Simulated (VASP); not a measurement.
A run of VASP 6.6.1 is set up as follows.

INCAR

```
PREC = Accurate ; ENCUT = 520
EDIFF = 1E-6 ; ISMEAR = 0
SIGMA = 0.1 ; LREAL = F
LASPH = T ; NELM = 80
ALGO = Fast ; ISIF = 2
LWAVE = F ; LCHARG = T
GGA = PE ; LVHAR = T
NBANDS = 36 ; KPAR = 4
```

KPOINTS

```
Automatic mesh
0
Gamma
  14 14 10
```

Contents of POSCAR:

```
Ge
1.0
    2.8798158580      2.8798158580      0.0000000000
   -2.8798158580      2.8798158580      0.0000000000
    0.0814534929      0.0814534929      5.7596317160
Ge
4
Direct
    0.5018695520      0.5000000000      0.4999698123
    0.4981304480      0.0000000000      0.2500301877
    0.0018695520      0.0000000000     -0.0000301877
   -0.0018695520      0.5000000000      0.7500301877
```

Potentials or basis: VASP PAW PBE potentials, release 64 (Ge_d).

Launch:

```console
$ cat potpaw_PBE.64/Ge_d/POTCAR > POTCAR
$ mpirun -np 4 vasp_std > vasp.out
```

Task: What does it give for the band gap on the k mesh?

Result: Zero (bands 28 and 29 overlap by 0.11 eV).

Task: Estimate the largest force.

Result: 0.006 eV/Å.

Task: Predict the pressure.

Result: 0.0 GPa.

Stress tensor (GPa, compression positive):
```
 0.02 -0.02 -0.76
-0.02  0.02 -0.76
-0.76 -0.76  0.04
```

Caveat: the cell differs from its parent crystal (shear of c along a, cell held: +2.0 %, then relaxed in part); semilocal functionals underestimate gaps, and a narrow one can read as zero.
